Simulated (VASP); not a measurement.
Runs of VASP 6.6.1 on Pb. The structure is that of space group C2/c (No. 15), or close to it. The cells are those of the table. 

```csv
cell,k mesh,gap on the mesh (eV),pressure (GPa),largest force (eV/Å)
"a = 4.603, b = 4.603, c = 4.766 Å, angles 98.0, 98.0, 138.0°, 2 atoms",12 × 12 × 8,none,(a),0.01
"a = 4.603, b = 4.603, c = 4.766 Å, angles 98.0, 98.0, 138.0°, 2 atoms",11 × 11 × 7,none,-0.1,-
"a = 4.664, b = 4.664, c = 4.828 Å, angles 98.0, 98.0, 138.0°, 2 atoms",12 × 12 × 8,none,-1.6,0.02
"a = 4.411, b = 4.411, c = 4.567 Å, angles 98.0, 98.0, 138.0°, 2 atoms",12 × 12 × 8,none,(b),0.03
"a = 4.781, b = 4.781, c = 4.949 Å, angles 98.0, 98.0, 138.0°, 2 atoms",12 × 12 × 8,none,-3.8,0.03
```

Alike in all rows: task single point; level PBEsol; potentials or basis VASP PAW PBE potentials, release 64 (Pb_d); no spin polarisation; cutoff (eV) 520; smearing fermi-dirac 0.1 eV.

Task: Fill in the values left out.

Result: (a) 0.0; (b) 7.7.

Caveats: the PAW data sets were made with another functional, which shifts forces and pressure a little; spin-orbit coupling is left out, which moves the levels of the heavy elements.

A k mesh can miss the band edges, and the runs leave out spin-orbit coupling on Pb.

A gap of «none» marks levels without a gap at the run's occupations.
